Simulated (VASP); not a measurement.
# CaLa2Cd3 (R-3m) in VASP: notebook, part 2 of 2

VASP 6.6.1. The steps go on from the part before.

### 3 Single point, PBE

This run uses another cell than the first one, of 29.30 Å³/atom, 1.108 times its volume.

File INCAR:

```
SYSTEM = CaLa2Cd3
PREC = Accurate
ENCUT = 520
EDIFF = 1E-6
ISMEAR = 0
SIGMA = 0.1
LREAL = .FALSE.
LASPH = .TRUE.
NELM = 80
ALGO = Normal
ISIF = 2
LWAVE = .FALSE.
LCHARG = .FALSE.
GGA = PE
NBANDS = 43
```

File KPOINTS:

```
regular mesh
0
G
  3 3 3
  0 0 0
```

File POSCAR:

```
CaLa2Cd3
1.0
    3.1342442077      1.8095567370      5.1667563694
   -3.1342442077      1.8095567370      5.1667563694
    0.0000000000     -3.6191134740      5.1667563694
Ca La Cd
1 2 3
Direct
    0.5000000000      0.5000000000      0.5000000000
    0.8708724276      0.8708724276      0.8708724276
    0.1291275724      0.1291275724      0.1291275724
    0.5000000000      0.5000000000      0.0000000000
    0.0000000000      0.5000000000      0.5000000000
    0.5000000000      0.0000000000      0.5000000000
```

Potentials or basis: VASP PAW PBE potentials, release 64 (Ca_sv, La, Cd).

Started as:

```
$ cat potpaw_PBE.64/Ca_sv/POTCAR potpaw_PBE.64/La/POTCAR potpaw_PBE.64/Cd/POTCAR > POTCAR
$ mpirun -np 1 vasp_std > vasp.out
```

OUTCAR:

```text
SYSTEM = CaLa2Cd3
   PREC = Accurate
   ENCUT = 520
   EDIFF = 1E-6
   ISMEAR = 0
   LREAL = .FALSE.
   LASPH = .TRUE.
   NELM = 80
   ISIF = 2
   GGA = PE

 ion  position               nearest neighbor table
   1  0.500  0.500  0.500-   4 3.15   4 3.15   6 3.15   5 3.15   6 3.15   5 3.15
   2  0.871  0.871  0.871-   4 3.65   5 3.65   6 3.65   6 3.72   6 3.72   5 3.72   5 3.72   4 3.72
                             4 3.72
   3  0.129  0.129  0.129-   4 3.65   5 3.65   6 3.65   5 3.72   6 3.72   5 3.72   6 3.72   4 3.72
                             4 3.72
[... 469 lines left out ...]
  Total        0.1062252      0.1062252      0.2466268      0.0000000     -0.0000000      0.0000000
  in kB        0.9679740      0.9679740      2.2473802      0.0000000     -0.0000000      0.0000000
  external PRESSURE =       1.3944428 kB  Pullay stress =       0.0000000 kB

 VOLUME and BASIS-vectors are now :
 -----------------------------------------------------------------------------
  energy-cutoff  :      520.00
  volume of cell :      175.82
      direct lattice vectors                 reciprocal lattice vectors
     3.134244208  1.809556737  5.166756369     0.159528093  0.092103587  0.064515009
    -3.134244208  1.809556737  5.166756369    -0.159528093  0.092103587  0.064515009
     0.000000000 -3.619113474  5.166756369     0.000000000 -0.184207174  0.064515009

 POSITION                                       TOTAL-FORCE (eV/Angst)
 -----------------------------------------------------------------------------------
      0.00000      0.00000      7.75013        -0.000000     -0.000000      0.000000
      0.00000      0.00000     13.49876         0.000000     -0.000000      0.002322
      0.00000      0.00000      2.00151         0.000000      0.000000     -0.002322
      0.00000      1.80956      5.16676         0.000000     -0.000000      0.000000
     -1.56712     -0.90478      5.16676         0.000000     -0.000000     -0.000000
      1.56712     -0.90478      5.16676        -0.000000     -0.000000      0.000000
 -----------------------------------------------------------------------------------
    total drift:                               -0.000000      0.000000     -0.000000

  FREE ENERGIE OF THE ION-ELECTRON SYSTEM (eV)
  ---------------------------------------------------
  free  energy   TOTEN  =       -15.3638147597 eV

  energy  without entropy=      -15.3342162206  energy(sigma->0) =      -15.34901549
```

Wall time 38 s (1 thread of Intel Xeon 6975P-C (Granite Rapids), shared host); peak memory 0.35 GiB.

Results:

* Free energy: -15.3638 eV
* Pressure: 0.1 GPa
* Band gap on the k mesh: zero (band 34 reaches 4.82 eV, above the bottom of band 35 at 4.49 eV)

Forces on the atoms (eV/Å):
```
Ca   0.000  0.000  0.000
La   0.000  0.000  0.002
La   0.000  0.000 -0.002
Cd   0.000  0.000  0.000
Cd   0.000  0.000  0.000
Cd   0.000  0.000  0.000
```

Levels at points of the mesh, in eV from the Fermi level:
| k point | band 32 | band 33 | band 34 | band 35 | band 36 | band 37 |
| --- | --- | --- | --- | --- | --- | --- |
| (0.00, 0.00, 0.00) | -1.07 | -0.94 | -0.33 | -0.27 | -0.25 | -0.25 |

Caveat: the k points lie up to 0.41 Å⁻¹ apart; spin-orbit coupling is left out, which moves the levels of the heavy elements.

### 4 Relaxation of cell and atoms, PBE

File INCAR:

```
PREC = Accurate
ENCUT = 600
EDIFF = 1E-6
ISMEAR = 0
SIGMA = 0.1
LREAL = False
LASPH = True
NELM = 60
ALGO = Fast
ISIF = 3
LWAVE = False
LCHARG = False
GGA = PE
IBRION = 2
NSW = 90
EDIFFG = -0.04
```

File KPOINTS:

```
Automatic mesh
0
Gamma
  3 3 3
```

File POSCAR:

```
CaLa2Cd3
1.0
    3.1470481000      1.8169490700      4.6268517000
   -3.1470481000      1.8169490700      4.6268517000
    0.0000000000     -3.6338981400      4.6268517000
Ca La Cd
1 2 3
Direct
    0.5000000000      0.5000000000      0.5000000000
    0.8720504600      0.8720504600      0.8720504600
    0.1279495400      0.1279495400      0.1279495400
    0.5000000000      0.5000000000      0.0000000000
    0.0000000000      0.5000000000      0.5000000000
    0.5000000000      0.0000000000      0.5000000000
```

Started as:

```
$ cat potpaw_PBE.64/Ca_sv/POTCAR potpaw_PBE.64/La/POTCAR potpaw_PBE.64/Cd/POTCAR > POTCAR
$ mpirun -np 1 vasp_std > vasp.out
```

Wall time 25 min (1 thread of Intel Xeon 6975P-C (Granite Rapids), shared host); peak memory 0.38 GiB.

The run converged. Its results:

```
Free energy                            : -15.3595 eV
Relaxed volume                         : 29.30 Å³/atom
Relaxed cell                           : a = 6.320 Å, b = 6.320 Å, c = 6.320 Å, α = 59.33°, β = 59.33°, γ = 59.33°
Space group after relaxing (to 0.05 Å) : R-3m (No. 166)
Energy gained by relaxing              : 81.7 meV/atom
Ionic steps                            : 16
Pressure after relaxing                : 0.1 GPa
Largest force after relaxing           : 0.005 eV/Å
Band gap on the k mesh                 : zero (band 34 reaches 4.83 eV, above the bottom of band 35 at 4.48 eV)
```

Forces on the atoms (eV/Å):
```
Ca   0.000  0.000  0.000
La   0.000  0.000  0.005
La   0.000  0.000 -0.005
Cd   0.000  0.000  0.000
Cd   0.000  0.000  0.000
Cd   0.000  0.000  0.000
```

Stress tensor (GPa, compression positive):
```
 0.16  0.00  0.00
 0.00  0.16  0.00
 0.00  0.00 -0.01
```

The path:
| step | energy change (eV) | largest force (eV/Å) | pressure (GPa) | volume (Å³) |
| --- | --- | --- | --- | --- |
| 1 | 0.0000 | 0.4245 | 5.74 | 158.74 |
| 2 | 21.1915 | 0.0266 | -4.11 | 181.43 |
| 3 | -0.2554 | 0.0597 | 0.79 | 173.00 |
| 4 | -0.3878 | 0.1035 | 0.48 | 175.38 |
| 5 | -0.4012 | 0.0566 | -0.18 | 178.39 |
| 6 | -0.4051 | 0.0465 | -0.36 | 179.40 |
| 7 | -0.4063 | 0.0414 | -0.44 | 179.85 |
| 8 | -0.4398 | 0.0081 | -0.27 | 178.65 |
| 9 | -0.4821 | 0.1167 | 0.29 | 174.79 |
| 10 | -0.4837 | 0.1003 | 0.17 | 175.43 |
| 11 | -0.4838 | 0.1053 | 0.20 | 175.26 |
| 12 | -0.4858 | 0.0930 | -0.09 | 176.50 |
| 13 | -0.4858 | 0.0962 | -0.11 | 176.59 |
| 14 | -0.4878 | 0.0733 | -0.06 | 176.39 |
| 15 | -0.4891 | 0.0508 | 0.00 | 176.19 |
| 16 | -0.4901 | 0.0051 | 0.10 | 175.79 |

Final structure:
```xyz
6
Lattice="3.1280 1.8059 5.1865 -3.1280 1.8059 5.1865 0.0000 -3.6119 5.1865" Properties=species:S:1:pos:R:3 pbc="T T T"
Ca    0.0000    0.0000    7.7798
La    0.0000    0.0000   13.5502
La    0.0000    0.0000    2.0093
Cd    0.0000   -1.8059   10.3730
Cd    1.5640    0.9030   10.3730
Cd   -1.5640    0.9030   10.3730
```

Levels at points of the mesh, in eV from the Fermi level:
```tsv
k point	band 32	band 33	band 34	band 35	band 36	band 37
(0.00, 0.00, 0.00)	-1.07	-0.94	-0.36	-0.29	-0.25	-0.25
```

Caveat: the k points lie up to 0.41 Å⁻¹ apart in the final cell; spin-orbit coupling is left out, which moves the levels of the heavy elements.

### 5 Overview

| task | cell | cutoff (eV) | gap on the mesh (eV) | pressure (GPa) | largest force (eV/Å) |
| --- | --- | --- | --- | --- | --- |
| single point | a = 5.883 Å, angles 64.7°, 6 atoms | 520 | none | 5.8 | 0.43 |
| single point | a = 6.308 Å, angles 59.6°, 6 atoms | 520 | none | 0.1 | - |
| relaxation of cell and atoms | relaxed from a = 5.883 Å, angles 64.7°, 6 atoms | 600 | none | 0.1 | 0.01 |

Alike in all rows: level PBE; potentials or basis VASP PAW PBE potentials, release 64 (Ca_sv, La, Cd); no spin polarisation; k mesh 3 × 3 × 3; smearing gaussian 0.1 eV.

Caveats: all runs use coarse meshes; spin-orbit coupling is left out, which moves the levels of the heavy elements.

Total energies depend on the potentials used, so only differences within one code and one set of settings carry meaning.
